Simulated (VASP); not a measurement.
Here is a VASP 6.6.1 calculation.

File INCAR:

```
SYSTEM = Al
  ALGO = Normal
  EDIFF = 1E-6
  ENCUT = 520
  GGA = CA
  ISIF = 2
  ISMEAR = -1
  LASPH = .TRUE.
  LCHARG = .FALSE.
  LREAL = .FALSE.
  LWAVE = .FALSE.
  NBANDS = 8
  NELM = 100
  PREC = Accurate
  SIGMA = 0.1
```

Contents of KPOINTS:

```
k-points
0
G
  9 9 9
  0 0 0
```

POSCAR

```
Al
1.0
    2.6837465878      0.0000000000      0.0000000000
    0.0000000000      2.6837465878      0.0000000000
    0.0000000000      0.0000000000      2.6837465878
Al
1
Direct
    0.0000000000      0.0000000000      0.0000000000
```

Potentials or basis: VASP PAW LDA potentials, release 64 (Al).

The run is started by

```bash
$ cat potpaw_LDA.64/Al/POTCAR > POTCAR
$ mpirun -np 1 vasp_std > vasp.out
```

(1) Estimate the pressure.

Answers

(1) 0.0 GPa.
